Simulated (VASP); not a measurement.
Yb:

```
Yb
1.0
     0.00000    2.61516    2.61516
     2.61516    0.00000    2.61516
     2.61516    2.61516    0.00000
Yb
1
Direct
  0.00000 0.00000 0.00000
```

Base run:

| Item | Value |
| --- | --- |
| Program | VASP 6.6.1 |
| Functional | PBE |
| Potentials or basis | VASP PAW PBE potentials, release 64 (Yb) |
| Cutoff | 520 eV |
| k mesh | 11 × 11 × 11 |
| Occupations | fermi-dirac, width 0.1 eV |
| Spin | no spin polarisation |

Its results: pressure 0.2 GPa.

The run is repeated on the same cell with these changes: k mesh from 11 × 11 × 11 to 15 × 15 × 15. What comes out?

Pressure -1.2 GPa.
